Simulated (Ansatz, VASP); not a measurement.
**Two plane-wave programs on Mg2Si**

The input POSCAR:

```
Mg2Si
1.0
    0.0000000000      3.1690589403      3.1690589403
    3.1690589403      0.0000000000      3.1690589403
    3.1690589403      3.1690589403      0.0000000000
Mg Si
2 1
Direct
    0.2500000000      0.2500000000      0.2500000000
    0.7500000000      0.7500000000      0.7500000000
    0.0000000000      0.0000000000      0.0000000000
```

The input INCAR.step1:

```
SYSTEM = Mg2Si
  ALGO = Normal
  EDIFF = 1E-5
  ENCUT = 660
  GGA = PE
  GGA_COMPAT = .FALSE.
  ISMEAR = 1
  LASPH = .TRUE.
  LCHARG = .FALSE.
  LREAL = .FALSE.
  LWAVE = .TRUE.
  NBANDS = 11
  NELM = 120
  PREC = Accurate
  SIGMA = 0.01
```

File INCAR.step2:

```
SYSTEM = Mg2Si
  ALGO = Normal
  EDIFF = 1E-6
  ENCUT = 660
  GGA_COMPAT = .FALSE.
  ISIF = 2
  ISMEAR = 1
  ISTART = 1
  LASPH = .TRUE.
  LCHARG = .FALSE.
  LMIXTAU = .TRUE.
  LREAL = .FALSE.
  LWAVE = .FALSE.
  METAGGA = R2SCAN
  NBANDS = 11
  NELM = 120
  PREC = Accurate
  SIGMA = 0.01
```

File KPOINTS:

```
k-points
0
G
  10 10 10
  0 0 0
```

Input for Ansatz:

```yaml
crystal:
  lattice:
    - [0.0, 3.1690589403, 3.1690589403]
    - [3.1690589403, 0.0, 3.1690589403]
    - [3.1690589403, 3.1690589403, 0.0]
  atoms:
    - { symbol: Mg, position: [0.25, 0.25, 0.25] }
    - { symbol: Mg, position: [0.75, 0.75, 0.75] }
    - { symbol: Si, position: [0.0, 0.0, 0.0] }
basis:
  ecutwfc: 500
  ecutrho_ratio: 4
kpoints:
  mp_grid: { grid: [10, 10, 10] }
hamiltonian:
  xc: r2scan
scf:
  occupations: { method: methfessel_paxton, width: 0.01 }
output:
  forces: true
  stress: true
  write_density: true
  write_potential: true
  elf: true
  volumetric_format: npy
```

Alike in both runs: task single point; functional r2SCAN; k mesh 10 × 10 × 10; occupations methfessel-paxton of order 1, width 0.01 eV; no spin polarisation.

```csv
,VASP,Ansatz
version,VASP 6.6.1,Ansatz 0.2.0
potentials or method,"VASP PAW PBE potentials, release 64 (Mg, Si), cutoff 660 eV","scalar-relativistic, plane waves, PAW"
valence electrons in the cell,8,24
```

Ansatz gave:

- gap on the k mesh at the Fermi level (eV): 0.45
- pressure (GPa): 0.0

Problem. Estimate VASP's values.

Solution. gap on the k mesh at the Fermi level (eV): 0.45; pressure (GPa): -0.3.

VASP's potentials were made for PBE, not for r2SCAN. VASP's potentials hold 8 valence electrons a cell and Ansatz's 24, so a difference there can come from the potentials and not from the codes.
